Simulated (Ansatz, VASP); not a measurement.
## One calculation of Cr, two programs

Contents of POSCAR:

```
Cr
1.0
    0.0000000000      2.5227133963      2.5227133963
    2.5227133963      0.0000000000      2.5227133963
    2.5227133963      2.5227133963      0.0000000000
Cr
2
Direct
    0.1250000000      0.1250000000      0.1250000000
    0.8750000000      0.8750000000      0.8750000000
```

INCAR.step1

```
  ALGO = Normal
  EDIFF = 1E-5
  ENCUT = 550
  GGA = PE
  GGA_COMPAT = False
  ISMEAR = -1
  LASPH = True
  LCHARG = False
  LREAL = False
  LWAVE = True
  NBANDS = 19
  NELM = 120
  PREC = Accurate
  SIGMA = 0.1
```

The input INCAR.step2:

```
  ALGO = Normal
  EDIFF = 1E-6
  ENCUT = 550
  GGA_COMPAT = False
  ISIF = 2
  ISMEAR = -1
  ISTART = 1
  LASPH = True
  LCHARG = False
  LMIXTAU = True
  LREAL = False
  LWAVE = False
  METAGGA = R2SCAN
  NBANDS = 19
  NELM = 120
  PREC = Accurate
  SIGMA = 0.1
```

KPOINTS

```
k-points
0
Gamma
  12 12 12
```

Input for Ansatz:

```yaml
crystal:
  lattice:
    - [0.0, 2.5227133963, 2.5227133963]
    - [2.5227133963, 0.0, 2.5227133963]
    - [2.5227133963, 2.5227133963, 0.0]
  atoms:
    - { symbol: Cr, position: [0.125, 0.125, 0.125] }
    - { symbol: Cr, position: [0.875, 0.875, 0.875] }
hamiltonian:
  xc: r2scan
  pseudopotentials:
    kind: paw
    azcp:
      Cr: "pseudopotentials/Cr.paw.azcp"
basis:
  ecutwfc: 500
  fft_grid_basis: typed
kpoints:
  mp_grid: { grid: [12, 12, 12], shift: [0, 0, 0] }
magnetization:
  spin_polarized: false
scf:
  occupations: { method: fermi_dirac, width: 0.1 }
  lower_state_search: "off"
output:
  stress: true
```

Alike in both runs: task single point; functional r2SCAN; k mesh 12 × 12 × 12; occupations fermi-dirac, width 0.1 eV; no spin polarisation.

|  | VASP | Ansatz |
| --- | --- | --- |
| version | VASP 6.6.1 | Ansatz 0.2.0 |
| potentials or method | VASP PAW PBE potentials, release 64 (Cr_pv), cutoff 550 eV | plane waves (500 eV) with PAW, scalar-relativistic |
| valence electrons in the cell | 24 | 28 |

```tsv
	VASP	Ansatz	Ansatz less VASP
pressure (GPa)	1.3	0.0	-1.26
```

VASP's potentials were made for PBE, not for r2SCAN. VASP's potentials hold 24 valence electrons a cell and Ansatz's 28, so a difference there can come from the potentials and not from the codes.
